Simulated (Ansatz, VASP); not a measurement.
**Two plane-wave programs on HfSi**

```
CELL_PARAMETERS angstrom
0.00000 2.67805 2.67805
2.67805 0.00000 2.67805
2.67805 2.67805 0.00000
ATOMIC_POSITIONS crystal
Hf 0.00000 0.00000 0.00000
Si 0.50000 0.50000 0.50000
```

Alike in both runs: functional PBE; k mesh 13 × 13 × 13; occupations fermi-dirac, width 0.1 eV; no spin polarisation.

Ansatz relaxed the structure, and its values are those at the end. VASP's run is a single point on that final structure, the one shown.

|  | VASP | Ansatz |
| --- | --- | --- |
| version | VASP 6.6.1 | Ansatz 0.2.0 |
| potentials or method | VASP PAW PBE potentials, release 64 (Hf_pv, Si) | PAW with Ansatz's default frozen-core files, scalar-relativistic |
| plane-wave cutoff (eV) | 520 | 420 |
| valence electrons in the cell | 14 | 30 |

Ansatz gave:

```
pressure (GPa) : 0.0
```

Task: What did VASP give for the same quantities?

Result: Pressure (GPa): -0.1.

With one functional, cell and mesh, what is left measures potentials, basis and numerics. VASP's potentials hold 14 valence electrons a cell and Ansatz's 30, so a difference there can come from the potentials and not from the codes.

Spin-orbit coupling is off throughout.
